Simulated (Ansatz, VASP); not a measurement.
# Eu: VASP beside Ansatz

File INCAR:

```
SYSTEM = Eu
ALGO = Normal ; EDIFF = 1E-6
ENCUT = 520 ; GGA = PE
ISIF = 2 ; ISMEAR = -1
ISPIN = 2 ; LASPH = .TRUE.
LCHARG = .FALSE. ; LDAU = .TRUE.
LDAUJ = 0 ; LDAUL = 3
LDAUPRINT = 1 ; LDAUTYPE = 2
LDAUU = 5 ; LMAXMIX = 6
LORBIT = 11 ; LREAL = .FALSE.
LWAVE = .FALSE. ; MAGMOM = 7
NBANDS = 18 ; NELM = 150
PREC = Accurate ; SIGMA = 0.05
```

File KPOINTS:

```
k-points
0
G
  10 10 10
  0 0 0
```

The input POSCAR:

```
Eu
1.0
   -2.3030000000      2.3030000000      2.3030000000
    2.3030000000     -2.3030000000      2.3030000000
    2.3030000000      2.3030000000     -2.3030000000
Eu
1
Direct
    0.0000000000      0.0000000000      0.0000000000
```

Input for Ansatz:

```yaml
crystal:
  lattice:
    - [-2.303, 2.303, 2.303]
    - [2.303, -2.303, 2.303]
    - [2.303, 2.303, -2.303]
  atoms:
    - { symbol: Eu, position: [0.0, 0.0, 0.0], spin: 7.0 }
magnetization:
  spin_polarized: true
kpoints:
  mp_grid: { grid: [10, 10, 10] }
scf:
  occupations: { method: fermi_dirac, width: 0.05 }
hamiltonian:
  xc: pbe
  pseudopotentials: { kind: paw }
  hubbard: { sites: [{ species: Eu, l: f, u_eff: 5 }] }
output:
  forces: true
  stress: true
  eigenvalues: true
  hubbard: { sites: [{ species: Eu, l: f }] }
  populations: true
```

Alike in both runs: task single point; functional PBE; k mesh 10 × 10 × 10; occupations fermi-dirac, width 0.05 eV; collinear spin; Hubbard terms Eu f U = 5.0 eV.

```csv
,VASP,Ansatz
version,VASP 6.6.1,Ansatz 0.2.0
potentials or method,"VASP PAW PBE potentials, release 64 (Eu)","PAW with Ansatz's default frozen-core files, scalar-relativistic"
plane-wave cutoff (eV),520,420
valence electrons in the cell,17,17
```

|  | VASP | Ansatz | Ansatz less VASP |
| --- | --- | --- | --- |
| pressure (GPa) | -0.4 | -0.4 | -0.08 |
| net moment per atom (μB) | 7.36 | 7.40 | +0.038 |
| size of the moment on the site where the two differ most (μB) | 6.80 | 7.16 | +0.356 |

Site moments also hang on the region over which each program counts them. The programs project onto different local orbitals, so the same U acts differently, and such runs can settle in different states. Ansatz's warnings: filled band counts differ across k points, stability check not made.

Neither program's run includes spin-orbit coupling.
